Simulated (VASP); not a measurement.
Runs of VASP 6.6.1 on ReBi. The structure is that of space group F-43m (No. 216), or close to it. The cells are those of the table. 

| cell | gap on the mesh (eV) | pressure (GPa) |
| --- | --- | --- |
| a = 4.309 Å, angles 60.0°, 2 atoms | none | (a) |
| a = 4.280 Å, angles 60.0°, 2 atoms | - | 4.1 |
| a = 4.396 Å, angles 60.0°, 2 atoms | none | -3.3 |
| a = 4.367 Å, angles 60.0°, 2 atoms | none | -1.8 |
| a = 4.109 Å, angles 60.0°, 2 atoms | - | (b) |
| a = 4.267 Å, angles 60.0°, 2 atoms | - | 5.1 |

Alike in all rows: level PBEsol; potentials or basis VASP PAW PBE potentials, release 64 (Re, Bi_d); no spin polarisation; k mesh 10 × 10 × 10; smearing gaussian 0.05 eV.

**Question.** Estimate the missing entries.

**Answer.** (a) 1.9; (b) 21.8.

Caveats: the PAW data sets were made with another functional, which shifts forces and pressure a little; spin-orbit coupling is left out, which moves the levels of the heavy elements; the cell stands under pressure (at least some runs); the cell stands under tension (at least some runs).

A k mesh can miss the band edges, and the runs leave out spin-orbit coupling on Bi, Re.

A gap of «none» marks levels without a gap at the run's occupations.
